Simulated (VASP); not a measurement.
# BN (Fmm2) in VASP: notebook

Aim: see how the results for BN move with the level of theory and the settings. Levels: PBEsol-based screened hybrid with 25 % exact exchange, revPBE, PBEsol. Tasks: single point, relaxation of cell and atoms.

All numbers are computed with VASP 6.6.1; they aren't measurements. Logs are shortened: lines on timing, memory, paths and dates and some standing lists are left out, and cuts for length are marked.

### Step 1. The cell of the first run

The structure is orthorhombic, space group Fmm2 (No. 42). Conventional cell: a = 2.503 Å, b = 6.991 Å, c = 4.332 Å, α = 90.00°, β = 90.00°, γ = 90.00°. N (site symmetry mm2) has 3 B at 1.44 Å within 1.9 Å. B (site symmetry mm2) has 3 N at 1.44 Å within 1.9 Å.

### Step 2. Single point, PBEsol-based screened hybrid with 25 % exact exchange

The input, POSCAR:

```
BN
1.0
    0.0000000000      3.4953158300      2.1660912400
    1.2516321000      0.0000000000      2.1660912400
    1.2516321000      3.4953158300      0.0000000000
N B
1 1
Direct
    0.6666513400      0.6666513400      0.3333486600
    0.0000486500      0.0000486500      0.9999513500
```

The input, INCAR.step1:

```
SYSTEM = BN
  ALGO = Normal
  EDIFF = 1E-5
  ENCUT = 520
  GGA = PE
  ISIF = 2
  ISMEAR = -1
  LASPH = .TRUE.
  LCHARG = .FALSE.
  LREAL = .FALSE.
  LWAVE = .TRUE.
  NBANDS = 11
  NELM = 80
  PREC = Accurate
  SIGMA = 0.05
```

The input, INCAR.step2:

```
SYSTEM = BN
  AEXX = 0.25
  ALGO = Normal
  EDIFF = 1E-7
  ENCUT = 520
  GGA = PS
  HFSCREEN = 0.207
  ISIF = 2
  ISMEAR = -1
  ISTART = 1
  LASPH = .TRUE.
  LCHARG = .FALSE.
  LHFCALC = .TRUE.
  LREAL = .FALSE.
  LWAVE = .FALSE.
  NBANDS = 11
  NELM = 80
  PREC = Accurate
  PRECFOCK = Normal
  SIGMA = 0.05
```

The input, KPOINTS:

```
k-points
0
G
  7 7 7
  0 0 0
```

Potentials or basis: VASP PAW PBE potentials, release 64 (N, B).

The run is started by

```console
cat potpaw_PBE.64/N/POTCAR potpaw_PBE.64/B/POTCAR > POTCAR
cp INCAR.step1 INCAR
mpirun -np 1 vasp_std > vasp.out
cp INCAR.step2 INCAR
mpirun -np 1 vasp_std > vasp.out
```

OUTCAR:

```text
SYSTEM = BN
   AEXX = 0.25
   EDIFF = 1E-7
   ENCUT = 520
   GGA = PS
   HFSCREEN = 0.207
   ISIF = 2
   ISMEAR = -1
   ISTART = 1
   LASPH = .TRUE.
   LHFCALC = .TRUE.
   LREAL = .FALSE.
   NELM = 80
   PREC = Accurate
   PRECFOCK = Normal

 ion  position               nearest neighbor table
   1  0.667  0.667  0.333-   2 1.44   2 1.44   2 1.44
   2  0.000  0.000  1.000-   1 1.44   1 1.44   1 1.44

  LATTYP: Found a face centered orthorhombic cell.
 ALAT       =     2.5032642000
 B/A-ratio  =     1.7306133647
 C/A-ratio  =     2.7926064137

  Lattice vectors:

 A1 = (   0.0000000000,   3.4953158300,   2.1660912400)
 A2 = (  -1.2516321000,   3.4953158300,   0.0000000000)
 A3 = (  -1.2516321000,   0.0000000000,   2.1660912400)

Analysis of symmetry for initial positions (statically):
=====================================================================
 Subroutine PRICEL returns:
 Original cell was already a primitive cell.

 Routine SETGRP: Setting up the symmetry group for a
 face centered orthorhombic supercell.

 Subroutine GETGRP returns: Found  4 space group operations
 (whereof  4 operations were pure point group operations)
 out of a pool of  8 trial point group operations.

The static configuration has the point symmetry C_2v.

Analysis of symmetry for dynamics (positions and initial velocities):
=====================================================================
 Subroutine PRICEL returns:
 Original cell was already a primitive cell.

 Routine SETGRP: Setting up the symmetry group for a
 face centered orthorhombic supercell.

 Subroutine GETGRP returns: Found  4 space group operations
 (whereof  4 operations were pure point group operations)
 out of a pool of  8 trial point group operations.

The dynamic configuration has the point symmetry C_2v.

 Subroutine INISYM returns: Found  4 space group operations
 (whereof  4 operations are pure point group operations),
 and found     1 'primitive' translations

----------------------------------------------------------------------------------------

                                     Primitive cell

  volume of cell :      18.9526

  direct lattice vectors                    reciprocal lattice vectors
     0.000000000  3.495315830  2.166091240    -0.399478409  0.143048590  0.230830535
     1.251632100  0.000000000  2.166091240     0.399478409 -0.143048590  0.230830535
     1.251632100  3.495315830  0.000000000     0.399478409  0.143048590 -0.230830535

  length of vectors
     4.112077822  2.501706252  3.712656147     0.483041027  0.483041027  0.483041027

  position of ions in fractional coordinates (direct lattice)
     0.666651340  0.666651340  0.333348660
     0.000048650  0.000048650  0.999951350

  ion indices of the primitive-cell ions
   primitive index   ion index
                 1           1
                 2           2

----------------------------------------------------------------------------------------

 KPOINTS: k-points

Automatic generation of k-mesh.
 Grid dimensions read from file:
 generate k-points for:    7    7    7

 Generating k-lattice:

  Cartesian coordinates                     Fractional coordinates (reciprocal lattice)
    -0.057068344  0.020435513  0.032975791     0.142857143  0.000000000  0.000000000
     0.057068344 -0.020435513  0.032975791     0.000000000  0.142857143  0.000000000
     0.057068344  0.020435513 -0.032975791     0.000000000  0.000000000  0.142857143

  Length of vectors
     0.069005861  0.069005861  0.069005861

  Shift w.r.t. Gamma in fractional coordinates (k-lattice)
     0.000000000  0.000000000  0.000000000

 Subroutine IBZKPT returns following result:
 ===========================================

 Found     64 irreducible k-points:

 Following reciprocal coordinates:
            Coordinates               Weight
  0.000000  0.000000  0.000000      1.000000
  0.142857 -0.000000  0.000000      8.000000
  0.285714  0.000000 -0.000000      8.000000
  0.428571 -0.000000 -0.000000      8.000000
  0.142857  0.142857  0.000000      2.000000
  0.285714  0.142857 -0.000000      8.000000
[... 16 lines left out ...]
  0.000000  0.142857  0.142857      2.000000
  0.285714  0.142857  0.142857      4.000000
 [... further k-points ...]
   k-points           NKPTS =     64   k-points in BZ     NKDIM =    343   number of bands    NBANDS=     11
   number of dos      NEDOS =    301   number of ions     NIONS =      2
   total plane-waves  NPLWV =  17920
   dimension x,y,z NGX =    32 NGY =   20 NGZ =   28
   dimension x,y,z NGXF=    64 NGYF=   40 NGZF=   56
   ions per type =               1   1
   NGX,Y,Z   is equivalent  to a cutoff of  12.94, 13.29, 12.54 a.u.
   NGXF,Y,Z  is equivalent  to a cutoff of  25.87, 26.58, 25.08 a.u.
 SYSTEM =  BN
   PREC   = accura    normal or accurate (medium, high low for compatibility)
   ISTART =      1    job   : 0-new  1-cont  2-samecut
   ICHARG =      0    charge: 1-file 2-atom 10-const
   ISPIN  =      1    spin polarized calculation?
   LNONCOLLINEAR =      F non collinear calculations
   LSORBIT =      F    spin-orbit coupling
   LASPH  =      T    aspherical Exc in radial PAW
   ENCUT  =  520.0 eV  38.22 Ry    6.18 a.u.   7.65  4.65  6.90*2*pi/ulx,y,z
   NELM   =     80;   NELMIN=  2; NELMDL=  0     # of ELM steps
   EDIFF  = 0.1E-06   stopping-criterion for ELM
   LREAL  =      F    real-space projection
   EDIFFG = 0.1E-05   stopping-criterion for IOM
   NSW    =      0    number of steps for IOM
   IBRION =     -1    ionic relax: 0-MD 1-quasi-New 2-CG
   NFREE  =      0    steps in history (QN), initial steepest desc. (CG)
   ISIF   =      2    stress and relaxation
   ISYM   =      3    0-nonsym 1-usesym 2-fastsym
   POTIM  = 0.5000    time-step for ionic-motion
   TEBEG  =    0.0;   TEEND  =   0.0 temperature during run
   PSTRESS=    0.0 pullay stress
   NELECT =       8.0000    total number of electrons
   NUPDOWN=      -1.0000    fix difference up-down
   EMIN   =  10.00;   EMAX   =-10.00  energy-range for DOS
   EFERMI =   0.00;   METHOD = LEGACY
   ISMEAR =    -1;   SIGMA  =   0.05  broadening in eV -4-tet -1-fermi 0-gaus
   EFERMI_NEDOS =   21; number of points for ismear=-14 and -15
   IALGO  =     38    algorithm
   IMIX   =      1    mixing-type and parameters
     AMIX     =   0.40;   BMIX     =  1.00
     AMIX_MAG =   1.60;   BMIX_MAG =  1.00
  volume/ion in A,a.u.               =       9.48        63.95
  Fermi-wavevector in a.u.,A,eV,Ry     =   1.228047  2.320672 20.518928  1.508099
  Thomas-Fermi vector in A             =   2.362987
   LORBIT       =      0    0 simple, 1 ext, 2 COOP (PROOUT), +10 PAW based schemes
   GGA     = PS    functional components
   LHFCALC =     T    Hartree Fock is set to
   PRECFOCK=normal    Normal, Fast or Accurate (Low or Medium for compatibility)
   ENCUT4O =  -1.0   cutoff for four orbital integrals eV
   NKREDX  =     1    reduce k-point grid by
   NKREDY  =     1    reduce k-point grid by
   NKREDZ  =     1    reduce k-point grid by
   AEXX    =    0.2500 exact exchange contribution
   HFSCREEN=    0.2070 screening length (either q_TF or 0.3 A-1)
   HFSCREENC=   0.2070 screening length for correlation (either q_TF or 0.3 A-1)
   ENCUTFOCK=  -1.0 apply spherical cutoff to Coloumb kernel
   IVDW    =     0    specifies the selected vdW correction
   LEPSILON=     F    determine dielectric tensor
   LRPA    =     F    only Hartree local field effects (RPA)
 non-spin polarized calculation
  energy-cutoff  :      520.00
  volume of cell :       18.95
 maximum number of plane-waves:       529
  NGX = 24; NGY = 14; NGZ = 24

 number of electron       8.0000000 magnetization

 Free energy of the ion-electron system (eV)
  ---------------------------------------------------
  ext. energy  EPLUGINS =         0.00000000
  ---------------------------------------------------
  free energy    TOTEN  =       -20.90579269 eV

  energy without entropy =      -20.90579269  energy(sigma->0) =      -20.90579269

 E-fermi :   2.0150     XC(G=0):  -8.2300

 val. band max:        0.9464481002   @ k =   0.4286  -0.4286   0.1429
 cond. band min:       6.2904568125   @ k =   0.0000   0.4286   0.4286
 fundamental gap:      5.3440087123
 Fermi energy:         2.0150084465

 k-point     1 :       0.0000    0.0000    0.0000
  band No.  band energies     occupation
      1     -18.5237      2.00000
      2      -3.8184      2.00000
      3      -0.5515      2.00000
      4      -0.5429      2.00000
      5       6.9365      0.00000
      6      14.3334      0.00000
      7      14.4024      0.00000
      8      16.2880      0.00000
      9      17.3764      0.00000
     10      28.3483      0.00000
     11      29.6106      0.00000

 k-point     2 :       0.1429   -0.0000    0.0000
  band No.  band energies     occupation
      1     -18.0847      2.00000
      2      -3.3758      2.00000
      3      -2.1827      2.00000
      4      -1.2900      2.00000
      5       7.8371      0.00000
      6      14.1008      0.00000
      7      14.7691      0.00000
      8      16.1258      0.00000
      9      18.6861      0.00000
     10      25.8131      0.00000
     11      29.3735      0.00000

 k-point     3 :       0.2857    0.0000   -0.0000
  band No.  band energies     occupation
      1     -16.8591      2.00000
      2      -5.4986      2.00000
      3      -2.6181      2.00000
      4      -2.0655      2.00000
      5       9.6842      0.00000
      6      11.6455      0.00000
      7      13.7996      0.00000
      8      20.3007      0.00000
      9      20.8602      0.00000
     10      22.2505      0.00000
     11      27.2145      0.00000
[... 267 lines left out ...]
 k-point    23 :       0.0000    0.1429    0.1429
  band No.  band energies     occupation
      1     -17.2730      2.00000
      2      -4.2561      2.00000
      3      -2.7126      2.00000
      4      -2.2243      2.00000
      5       8.9021      0.00000
      6      12.2665      0.00000
      7      14.8400      0.00000
      8      17.3054      0.00000
      9      21.3019      0.00000
     10      21.4887      0.00000
     11      27.6241      0.00000

 k-point    24 :       0.2857    0.1429    0.1429
  band No.  band energies     occupation
      1     -18.0571      2.00000
      2      -3.6560      2.00000
      3      -2.1966      2.00000
      4      -1.2893      2.00000
      5       8.4139      0.00000
      6      14.0204      0.00000
      7      15.0668      0.00000
      8      16.1567      0.00000
      9      18.4904      0.00000
     10      26.9266      0.00000
     11      28.8683      0.00000

 [... further k-points ...]
[... 5 lines left out ...]
  --------------------------------------------------------------------------------------
  -------------------------------------------------------------------------------------
  Total       -0.5640464      0.0071498     -0.5621819      0.0000000      0.0000000      0.0000000
  in kB      -47.6821230      0.6044183    -47.5245068      0.0000000      0.0000000      0.0000000
  external PRESSURE =     -31.5340705 kB  Pullay stress =       0.0000000 kB

 VOLUME and BASIS-vectors are now :
 -----------------------------------------------------------------------------
  energy-cutoff  :      520.00
  volume of cell :       18.95
      direct lattice vectors                 reciprocal lattice vectors
     0.000000000  3.495315830  2.166091240    -0.399478409  0.143048590  0.230830535
     1.251632100  0.000000000  2.166091240     0.399478409 -0.143048590  0.230830535
     1.251632100  3.495315830  0.000000000     0.399478409  0.143048590 -0.230830535

 POSITION                                       TOTAL-FORCE (eV/Angst)
 -----------------------------------------------------------------------------------
      1.25163      3.49532      2.88806         0.000000      0.000000     -0.010597
      1.25163      3.49532      0.00021         0.000000      0.000000      0.010597
 -----------------------------------------------------------------------------------
    total drift:                                0.000006     -0.000011     -0.000046

  FREE ENERGIE OF THE ION-ELECTRON SYSTEM (eV)
  ---------------------------------------------------
  free  energy   TOTEN  =       -20.9057926863 eV

  energy  without entropy=      -20.9057926863  energy(sigma->0) =      -20.90579269
```

It took 31 min on 1 thread of Intel Xeon Platinum 8375C at 2.90GHz (Ice Lake), shared host; peak memory 0.26 GiB.

What came out:

```
Free energy            : -20.9058 eV
Pressure               : -3.2 GPa
Largest force          : 0.011 eV/Å
Band gap on the k mesh : 5.34 eV (least direct gap 6.41 eV)
```

Forces in eV/Å, atoms in the order of the input:
```
N    0.000  0.000 -0.011
B    0.000  0.000  0.011
```

Caveat: the k points lie up to 0.43 Å⁻¹ apart; the PAW data sets were made with another functional, which shifts forces and pressure a little. A k mesh can miss the band edges.

### Step 3. Relaxation of cell and atoms, revPBE (9.00 Å³/atom)

This run uses another cell than the first one, of 9.00 Å³/atom.

The input, POSCAR:

```
BN
1.0
    0.0000000000      3.4360617418      2.1293707353
    1.2304138976      0.0000000000      2.1293707353
    1.2304138976      3.4360617418      0.0000000000
N B
1 1
Direct
    0.6666513400      0.6666513400      0.3333486600
    0.0000486500      0.0000486500      0.9999513500
```

The input, INCAR.step1:

```
  ALGO = Normal
  EDIFF = 1E-7
  EDIFFG = -0.002
  EFERMI = MIDGAP
  ENCUT = 840
  GGA = RE
  GGA_COMPAT = False
  IBRION = 2
  ISIF = 3
  ISMEAR = 0
  KPAR = 4
  LASPH = True
  LCHARG = False
  LREAL = False
  LWAVE = False
  NELM = 120
  NELMIN = 4
  NSW = 80
  POTIM = 0.5
  PREC = Accurate
  SIGMA = 0.03
```

The input, INCAR.step4:

```
  ALGO = Normal
  EDIFF = 1E-7
  EFERMI = MIDGAP
  ENCUT = 840
  GGA = RE
  GGA_COMPAT = False
  ISIF = 2
  ISMEAR = 0
  KPAR = 4
  LASPH = True
  LCHARG = False
  LREAL = False
  LWAVE = False
  NELM = 120
  PREC = Accurate
  SIGMA = 0.03
```

The input, KPOINTS:

```
Automatic mesh
0
Gamma
  13 13 13
  0 0 0
```

Potentials or basis: VASP PAW PBE potentials, release 64 (N, B).

The run is started by

```console
cat potpaw_PBE.64/N/POTCAR potpaw_PBE.64/B/POTCAR > POTCAR
cp INCAR.step1 INCAR
cp POSCAR.step1 POSCAR
mpirun -np 4 vasp_std > vasp.out
cp CONTCAR POSCAR
mpirun -np 4 vasp_std > vasp.out
cp CONTCAR POSCAR
mpirun -np 4 vasp_std > vasp.out
cp CONTCAR POSCAR
cp INCAR.step4 INCAR
mpirun -np 4 vasp_std > vasp.out
```

Run time: 20 min. Hardware: 4 MPI ranks of Intel Xeon 6975P-C (Granite Rapids), shared host; peak memory 0.35 GiB.

It converged, with:

```yaml
Free_energy: -17.0417 eV
Relaxed_volume: 13.97 Å³/atom
Relaxed_cell: a = 5.522 Å, b = 2.522 Å, c = 5.227 Å, α = 83.07°, β = 26.96°, γ = 69.97°
Space_group_after_relaxing_to_0.1_Å: Fmm2 (No. 42)
Energy_gained_by_relaxing: 64.5 meV/atom
Ionic_steps: 75
Pressure_after_relaxing: 0.0 GPa
Band_gap_on_the_k_mesh: 4.44 eV (least direct gap 4.85 eV)
```

Step by step:
```csv
step,energy change (eV),largest force (eV/Å),pressure (GPa),volume (Å³)
1,0.0000,0.0120,19.71,18.01
3,-0.0882,0.1058,0.99,19.61
5,-0.1144,0.5257,-0.07,24.03
7,-0.1185,0.0524,0.12,24.44
9,-0.1191,0.0324,0.04,24.78
11,-0.1192,0.0168,-0.01,24.83
13,-0.1192,0.0215,-0.08,24.93
15,-0.1194,0.0166,0.01,25.27
17,-0.1194,0.0013,0.02,25.31
19,-0.1194,0.0012,0.03,25.33
21,-0.1194,0.0034,0.02,25.36
23,-0.1194,0.0018,-0.01,25.39
25,-0.1269,0.0016,0.14,25.39
27,-0.1270,0.0033,-0.07,25.43
29,-0.1270,0.0019,-0.07,25.47
31,-0.1272,0.0047,-0.06,25.64
33,-0.1276,0.0311,-0.02,26.35
35,-0.1277,0.0175,-0.01,26.42
37,-0.1279,0.0436,0.06,26.70
39,-0.1279,0.0750,0.09,26.85
41,-0.1280,0.0031,0.05,27.11
43,-0.1280,0.0089,0.05,27.09
45,-0.1280,0.0007,0.02,27.10
47,-0.1280,0.0022,0.00,27.10
49,-0.1288,0.0003,0.03,27.10
51,-0.1288,0.0058,-0.04,27.14
53,-0.1288,0.0107,-0.08,27.17
55,-0.1288,0.0103,-0.09,27.17
57,-0.1288,0.0083,-0.09,27.18
59,-0.1288,0.0005,-0.09,27.24
61,-0.1289,0.0309,-0.09,27.48
63,-0.1289,0.0459,-0.09,27.59
65,-0.1289,0.0359,-0.06,27.66
67,-0.1289,0.0097,0.09,27.99
69,-0.1289,0.0038,0.05,27.90
71,-0.1290,0.0008,-0.01,27.93
73,-0.1290,0.0013,-0.02,27.94
75,-0.1290,0.0003,-0.01,27.94
```

Final structure:
```
N B
1.0
     0.00000    5.07215    2.18408
     1.26098    0.00000    2.18408
     1.26098    5.07215    0.00000
N B
1 1
Cartesian
  1.2610 5.0722 2.9122
  1.2610 5.0722 0.0001
```

Levels at points of the mesh, in eV from the valence-band top:
| k point | band 1 | band 2 | band 3 | band 4 | band 5 | band 6 | band 7 | band 8 |
| --- | --- | --- | --- | --- | --- | --- | --- | --- |
| (0.00, 0.00, 0.00) | -17.51 | -4.95 | -1.25 | -1.25 | 4.44 | 11.31 | 11.55 | 11.55 |

Caveat: the volume moved by over 15 % at a fixed basis, so the end points are rough; the PAW data sets were made with another functional, which shifts forces and pressure a little. A k mesh can miss the band edges.

(Continued in part 2 of 2.)
